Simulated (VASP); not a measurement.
# AlCu3 (Fm-3m) in VASP: notebook

Runs on AlCu3. Level: PBEsol. Tasks: vibrations by perturbation theory.

All numbers are computed with VASP 6.6.1; they aren't measurements. Logs are shortened: lines on timing, memory, paths and dates and some standing lists are left out, and cuts for length are marked.

### Step 1. The cell of the first run

Symmetry: Fm-3m, No. 225, cubic system. Conventional cell: a = 5.768 Å, b = 5.768 Å, c = 5.768 Å, α = 90.00°, β = 90.00°, γ = 90.00°. Al (site symmetry m-3m) has 14 Cu at 2.50 to 2.88 Å within 3.3 Å. Cu (site symmetry m-3m) has 8 Cu at 2.50 Å and 6 Al at 2.88 Å within 3.3 Å. Within 3.3 Å of Cu (site symmetry -43m) lie 4 Al at 2.50 Å and 10 Cu at 2.50 to 2.88 Å.

### Step 2. Vibrations by perturbation theory, PBEsol

Input file INCAR:

```
SYSTEM = AlCu3
PREC = Accurate
ENCUT = 520
EDIFF = 1E-8
ISMEAR = -1
SIGMA = 0.15
LREAL = .FALSE.
LASPH = .TRUE.
NELM = 80
ALGO = Fast
ISIF = 2
LWAVE = .FALSE.
LCHARG = .FALSE.
GGA = PS
IBRION = 8
NSW = 1
LUSENCCL = .FALSE.
```

Input file KPOINTS:

```
regular mesh
0
G
  12 12 12
  0 0 0
```

Input file POSCAR:

```
AlCu3
1.0
    0.0000000000      2.8840620862      2.8840620862
    2.8840620862      0.0000000000      2.8840620862
    2.8840620862      2.8840620862      0.0000000000
Al Cu
1 3
Direct
    0.0000000000      0.0000000000      0.0000000000
    0.5000000000      0.5000000000      0.5000000000
    0.2500000000      0.2500000000      0.2500000000
    0.7500000000      0.7500000000      0.7500000000
```

Potentials or basis: VASP PAW PBE potentials, release 64 (Al, Cu).

On the command line:

```sh
$ cat potpaw_PBE.64/Al/POTCAR potpaw_PBE.64/Cu/POTCAR > POTCAR
$ mpirun -np 1 vasp_std > vasp.out
```

OUTCAR:

```text
SYSTEM = AlCu3
   PREC = Accurate
   ENCUT = 520
   EDIFF = 1E-8
   ISMEAR = -1
   LREAL = .FALSE.
   LASPH = .TRUE.
   NELM = 80
   ISIF = 2
   GGA = PS
   IBRION = 8
   NSW = 1

 ion  position               nearest neighbor table
   1  0.000  0.000  0.000-   4 2.50   4 2.50   4 2.50   3 2.50   4 2.50   3 2.50   3 2.50   3 2.50
                             2 2.88   2 2.88   2 2.88   2 2.88   2 2.88   2 2.88
   2  0.500  0.500  0.500-   3 2.50   3 2.50   3 2.50   3 2.50   4 2.50   4 2.50   4 2.50   4 2.50
                             1 2.88   1 2.88   1 2.88   1 2.88   1 2.88   1 2.88
   3  0.250  0.250  0.250-   1 2.50   1 2.50   1 2.50   1 2.50   2 2.50   2 2.50   2 2.50   2 2.50

   4  0.750  0.750  0.750-   2 2.50   2 2.50   2 2.50   1 2.50   2 2.50   1 2.50   1 2.50   1 2.50

  LATTYP: Found a face centered cubic cell.
 ALAT       =     5.7681241724

  Lattice vectors:

 A1 = (   0.0000000000,   2.8840620862,   2.8840620862)
 A2 = (   2.8840620862,   0.0000000000,   2.8840620862)
 A3 = (   2.8840620862,   2.8840620862,   0.0000000000)

Analysis of symmetry for initial positions (statically):
=====================================================================
 Subroutine PRICEL returns:
 Original cell was already a primitive cell.

 Routine SETGRP: Setting up the symmetry group for a
 face centered cubic supercell.

 Subroutine GETGRP returns: Found 48 space group operations
 (whereof 48 operations were pure point group operations)
 out of a pool of 48 trial point group operations.

The static configuration has the point symmetry O_h .

Analysis of symmetry for dynamics (positions and initial velocities):
=====================================================================
 Subroutine PRICEL returns:
 Original cell was already a primitive cell.

 Routine SETGRP: Setting up the symmetry group for a
 face centered cubic supercell.

 Subroutine GETGRP returns: Found 48 space group operations
 (whereof 48 operations were pure point group operations)
 out of a pool of 48 trial point group operations.

The dynamic configuration has the point symmetry O_h .

 Subroutine INISYM returns: Found 48 space group operations
 (whereof 48 operations are pure point group operations),
 and found     1 'primitive' translations

----------------------------------------------------------------------------------------

                                     Primitive cell

  volume of cell :      47.9782

  direct lattice vectors                    reciprocal lattice vectors
     0.000000000  2.884062086  2.884062086    -0.173366587  0.173366587  0.173366587
     2.884062086  0.000000000  2.884062086     0.173366587 -0.173366587  0.173366587
     2.884062086  2.884062086  0.000000000     0.173366587  0.173366587 -0.173366587

  length of vectors
     4.078679717  4.078679717  4.078679717     0.300279737  0.300279737  0.300279737

  position of ions in fractional coordinates (direct lattice)
     0.000000000  0.000000000  0.000000000
     0.500000000  0.500000000  0.500000000
     0.250000000  0.250000000  0.250000000
     0.750000000  0.750000000  0.750000000

  ion indices of the primitive-cell ions
   primitive index   ion index
                 1           1
                 2           2
                 3           3
                 4           4

[... 117 lines left out ...]
  free energy    TOTEN  =       -17.76666054 eV

  energy without entropy =      -17.68993548  energy(sigma->0) =      -17.72829801

 E-fermi :   8.6262     XC(G=0): -12.4946

 val. band max:        8.5730216637   @ k =  -0.1667   0.1667   0.0000
 cond. band min:       8.6519310330   @ k =  -0.2500   0.3333   0.0833
 fundamental gap:      0.0789093693
 Fermi energy:         8.6261573965

 k-point     1 :       0.0000    0.0000    0.0000
  band No.  band energies     occupation
      1      -2.0657      2.00000
      2       3.8461      2.00000
      3       3.8461      2.00000
      4       3.9331      2.00000
      5       3.9331      2.00000
      6       3.9331      2.00000
[... 589 lines left out ...]
     21      13.6568      0.00000
     22      14.3183      0.00000

 [... further k-points ...]

------------------------ aborting loop because EDIFF is reached ----------------------------------------

  FORCE on cell =-STRESS in cart. coord.  units (eV):
  Direction    XX          YY          ZZ          XY          YZ          ZX
  --------------------------------------------------------------------------------------
  -------------------------------------------------------------------------------------
  Total        0.1555721      0.1555721      0.1555721     -0.0000000      0.0000000     -0.0000000
  in kB        5.1951561      5.1951561      5.1951561     -0.0000000      0.0000000     -0.0000000
  external PRESSURE =       5.1951561 kB  Pullay stress =       0.0000000 kB

 VOLUME and BASIS-vectors are now :
 -----------------------------------------------------------------------------
  energy-cutoff  :      520.00
  volume of cell :       47.98
      direct lattice vectors                 reciprocal lattice vectors
     0.000000000  2.884062086  2.884062086    -0.173366587  0.173366587  0.173366587
     2.884062086  0.000000000  2.884062086     0.173366587 -0.173366587  0.173366587
     2.884062086  2.884062086  0.000000000     0.173366587  0.173366587 -0.173366587

 POSITION                                       TOTAL-FORCE (eV/Angst)
 -----------------------------------------------------------------------------------
      0.00000      0.00000      0.00000        -0.000000      0.000000      0.000000
      2.88406      2.88406      2.88406        -0.000000      0.000000      0.000000
      1.44203      1.44203      1.44203         0.000000     -0.000000      0.000000
      4.32609      4.32609      4.32609         0.000000      0.000000     -0.000000
 -----------------------------------------------------------------------------------
    total drift:                                0.000000     -0.000000      0.000000

  FREE ENERGIE OF THE ION-ELECTRON SYSTEM (eV)
  ---------------------------------------------------
  free  energy   TOTEN  =       -17.7666605441 eV

  energy  without entropy=      -17.6899354835  energy(sigma->0) =      -17.72829801

[... ionic steps 2 to 9 ...]

--------------------------------------- Ionic step       10  -------------------------------------------

 Free energy of the ion-electron system (eV)
  ---------------------------------------------------
  ---------------------------------------------------
  free energy    TOTEN  =        -0.24269604 eV

  energy without entropy =       -0.24269604

------------------------ aborting loop because EDIFF is reached ----------------------------------------

 INTERNAL STRAIN TENSOR  FOR ION    3  DIRECTION 1   (eV/Angst):
 -----------------------------------------------------------------------------
    -0.00406  0.00000  0.00000
     0.00000  0.00402  0.04311
     0.00000  0.04311  0.00402

 INTERNAL STRAIN TENSOR FOR ION    4 for displacements in x,y,z  (eV/Angst):
          X           Y           Z          XY          YZ          ZX
  --------------------------------------------------------------------------------
  x    -0.00000     0.00000     0.00000     0.00000    -0.04311     0.00000
  y     0.00000    -0.00000     0.00000     0.00000     0.00000    -0.04311
  z     0.00000     0.00000    -0.00000    -0.04311     0.00000     0.00000

 SECOND DERIVATIVES (NOT SYMMETRIZED)
 ------------------------------------
               1X          1Y          1Z          2X          2Y          2Z          3X          3Y          3Z          4X          4Y          4Z
  1X    -7.316179    0.000000    0.000000    0.606080    0.000000    0.000000    3.355050    0.000000    0.000000    3.355050    0.000000    0.000000
  1Y     0.000000   -7.316179    0.000000    0.000000    0.606080    0.000000    0.000000    3.355050    0.000000    0.000000    3.355050    0.000000
  1Z     0.000000    0.000000   -7.316179    0.000000    0.000000    0.606080    0.000000    0.000000    3.355050    0.000000    0.000000    3.355050
  2X     0.582989    0.000000    0.000000   -6.271262    0.000000    0.000000    2.844137    0.000000    0.000000    2.844137    0.000000    0.000000
  2Y     0.000000    0.582989    0.000000    0.000000   -6.271262    0.000000    0.000000    2.844137    0.000000    0.000000    2.844137    0.000000
  2Z     0.000000    0.000000    0.582989    0.000000    0.000000   -6.271262    0.000000    0.000000    2.844137    0.000000    0.000000    2.844137
  3X     3.332630    0.000000    0.000000    2.844174    0.000000    0.000000   -6.155968    0.000000    0.000000   -0.020836    0.000000    0.000000
  3Y     0.000000    3.332630    0.000000    0.000000    2.844174    0.000000    0.000000   -6.155968    0.000000    0.000000   -0.020836    0.000000
  3Z     0.000000    0.000000    3.332630    0.000000    0.000000    2.844174    0.000000    0.000000   -6.155968    0.000000    0.000000   -0.020836
  4X     3.332630    0.000000    0.000000    2.844174    0.000000    0.000000   -0.020836    0.000000    0.000000   -6.155968    0.000000    0.000000
  4Y     0.000000    3.332630    0.000000    0.000000    2.844174    0.000000    0.000000   -0.020836    0.000000    0.000000   -6.155968    0.000000
  4Z     0.000000    0.000000    3.332630    0.000000    0.000000    2.844174    0.000000    0.000000   -0.020836    0.000000    0.000000   -6.155968

 Eigenvectors and eigenvalues of the dynamical matrix
 ----------------------------------------------------

   1 f  =    8.964437 THz    56.325221 2PiTHz  299.021444 cm-1    37.073917 meV
             X         Y         Z           dx          dy          dz
      0.000000  0.000000  0.000000    -0.000000   -0.000000    0.886927
      2.884062  2.884062  2.884062    -0.000000    0.000000    0.070235
      1.442031  1.442031  1.442031     0.000000    0.000000   -0.322821
      4.326093  4.326093  4.326093    -0.000000    0.000000   -0.322821
[... 71 lines left out ...]
  12 f/i=    0.013827 THz     0.086879 2PiTHz    0.461227 cm-1     0.057185 meV
             X         Y         Z           dx          dy          dz
      0.000000  0.000000  0.000000     0.304876   -0.172945   -0.006240
      2.884062  2.884062  2.884062     0.470676   -0.266997   -0.009634
      1.442031  1.442031  1.442031     0.470014   -0.266622   -0.009621
      4.326093  4.326093  4.326093     0.470014   -0.266622   -0.009621

--------------------------------------------------------------------------------------------------------

 ELASTIC MODULI CONTR FROM IONIC RELAXATION (kBar)
 Direction    XX          YY          ZZ          XY          YZ          ZX
 --------------------------------------------------------------------------------
 XX          -0.0000      0.0000     -0.0000      0.0000     -0.0000      0.0000
 YY           0.0000     -0.0000      0.0000      0.0000      0.0000     -0.0000
 ZZ          -0.0000      0.0000     -0.0000     -0.0000      0.0000      0.0000
 XY           0.0000      0.0000     -0.0000     -0.0202      0.0000     -0.0000
 YZ          -0.0000      0.0000      0.0000      0.0000     -0.0202      0.0000
 ZX           0.0000     -0.0000      0.0000     -0.0000      0.0000     -0.0202
 --------------------------------------------------------------------------------
```

Run time: 16 min. Hardware: 1 × NVIDIA H100 80GB with 1 thread of Intel Xeon Platinum 8481C at 2.70GHz (Sapphire Rapids), shared host; peak memory 1.6 GiB.

Results:

```
Highest phonon frequency at Γ : 299 cm⁻¹
```

Phonon frequencies in cm⁻¹ (negative: imaginary):
| q point | frequencies |
| --- | --- |
| (0.000, 0.000, 0.000) | 0 0 0 162 162 162 194 194 194 299 299 299 |

Caveat: the PAW data sets were made with another functional, which shifts forces and pressure a little.

### Step 3. Vibrations by perturbation theory, PBEsol (12.23 Å³/atom)

This run uses another cell than the first one, of 12.23 Å³/atom.

Input file INCAR:

```
ALGO = Fast
EDIFF = 1E-8
ENCUT = 520
GGA = PS
IBRION = 8
ISIF = 2
ISMEAR = -1
LASPH = T
LCHARG = T
LREAL = F
LWAVE = F
NBANDS = 26
NELM = 60
NSW = 1
PREC = Accurate
SIGMA = 0.15
```

Input file KPOINTS:

```
k-points
0
Gamma
  12 12 12
```

Input file POSCAR:

```
AlCu3
1.0
    0.0000000000      2.9031623886      2.9031623886
    2.9031623886      0.0000000000      2.9031623886
    2.9031623886      2.9031623886      0.0000000000
Al Cu
1 3
Direct
    0.0000000000      0.0000000000      0.0000000000
    0.5000000000      0.5000000000      0.5000000000
    0.2500000000      0.2500000000      0.2500000000
    0.7500000000      0.7500000000      0.7500000000
```

Potentials or basis: VASP PAW PBE potentials, release 64 (Al, Cu).

On the command line:

```sh
$ cat potpaw_PBE.64/Al/POTCAR potpaw_PBE.64/Cu/POTCAR > POTCAR
$ mpirun -np 1 vasp_std > vasp.out
```

OUTCAR:

```text
EDIFF = 1E-8
   ENCUT = 520
   GGA = PS
   IBRION = 8
   ISIF = 2
   ISMEAR = -1
   LASPH = T
   LREAL = F
   NELM = 60
   NSW = 1
   PREC = Accurate

 ion  position               nearest neighbor table
   1  0.000  0.000  0.000-   4 2.51   4 2.51   4 2.51   3 2.51   4 2.51   3 2.51   3 2.51   3 2.51
                             2 2.90   2 2.90   2 2.90   2 2.90   2 2.90   2 2.90
   2  0.500  0.500  0.500-   3 2.51   3 2.51   3 2.51   3 2.51   4 2.51   4 2.51   4 2.51   4 2.51
                             1 2.90   1 2.90   1 2.90   1 2.90   1 2.90   1 2.90
   3  0.250  0.250  0.250-   1 2.51   1 2.51   1 2.51   1 2.51   2 2.51   2 2.51   2 2.51   2 2.51

   4  0.750  0.750  0.750-   2 2.51   2 2.51   2 2.51   1 2.51   2 2.51   1 2.51   1 2.51   1 2.51
[... 970 lines left out ...]

 Eigenvectors and eigenvalues of the dynamical matrix
 ----------------------------------------------------

   1 f  =    8.640991 THz    54.292949 2PiTHz  288.232441 cm-1    35.736252 meV
             X         Y         Z           dx          dy          dz
      0.000000  0.000000  0.000000     0.885896   -0.000938    0.000000
      2.903162  2.903162  2.903162     0.072041   -0.000076   -0.000000
      1.451581  1.451581  1.451581    -0.324035    0.000343   -0.000000
      4.354744  4.354744  4.354744    -0.324035    0.000343   -0.000000
[... 71 lines left out ...]
  12 f/i=    0.006736 THz     0.042324 2PiTHz    0.224691 cm-1     0.027858 meV
             X         Y         Z           dx          dy          dz
      0.000000  0.000000  0.000000    -0.266150    0.225158    0.043607
      2.903162  2.903162  2.903162    -0.409731    0.346625    0.067131
      1.451581  1.451581  1.451581    -0.409367    0.346317    0.067072
      4.354744  4.354744  4.354744    -0.409367    0.346317    0.067072

--------------------------------------------------------------------------------------------------------

 ELASTIC MODULI CONTR FROM IONIC RELAXATION (kBar)
 Direction    XX          YY          ZZ          XY          YZ          ZX
 --------------------------------------------------------------------------------
 XX          -0.0000     -0.0000     -0.0000     -0.0000     -0.0000     -0.0000
 YY          -0.0000     -0.0000     -0.0000     -0.0000     -0.0000     -0.0000
 ZZ          -0.0000     -0.0000     -0.0000     -0.0000     -0.0000     -0.0000
 XY          -0.0000     -0.0000     -0.0000     -0.0009     -0.0000      0.0000
 YZ          -0.0000     -0.0000     -0.0000     -0.0000     -0.0009     -0.0000
 ZX          -0.0000     -0.0000     -0.0000      0.0000     -0.0000     -0.0009
 --------------------------------------------------------------------------------
```

OSZICAR:

```text
N       E                     dE             d eps       ncg     rms          rms(c)
DAV:   1     0.251193052036E+03    0.25119E+03   -0.15626E+04  3872   0.217E+03
[... 69 lines left out ...]
RMM:   8    -0.242687515750E+00    0.71648E-05   -0.55338E-08 22696   0.217E-03    0.531E-04
RMM:   9    -0.242679301526E+00    0.82142E-05   -0.41964E-08 23306   0.912E-04    0.109E-04
RMM:  10    -0.242678931133E+00    0.37039E-06   -0.19756E-08 21579   0.518E-04    0.635E-05
RMM:  11    -0.242678719724E+00    0.21141E-06   -0.25926E-08 23936   0.381E-04    0.341E-05
RMM:  12    -0.242678399430E+00    0.32029E-06   -0.21488E-08 24369   0.298E-04    0.757E-06
RMM:  13    -0.242678337874E+00    0.61555E-07   -0.25782E-08 24474   0.287E-04    0.411E-06
RMM:  14    -0.242678343348E+00   -0.54738E-08   -0.23837E-08 25513   0.286E-04    0.399E-06
 Linear response finished
```

Run time: 12 min. Hardware: 1 thread of AMD EPYC 9R45 (Zen 5), shared host; peak memory 0.74 GiB.

What came out:

- Highest phonon frequency at Γ: 288 cm⁻¹

Phonon frequencies in cm⁻¹ (negative: imaginary):
| q point | frequencies |
| --- | --- |
| (0.000, 0.000, 0.000) | 0 0 0 155 155 155 185 185 185 288 288 288 |

Caveat: the cell stands under pressure or tension, which shifts response properties; the PAW data sets were made with another functional, which shifts forces and pressure a little.
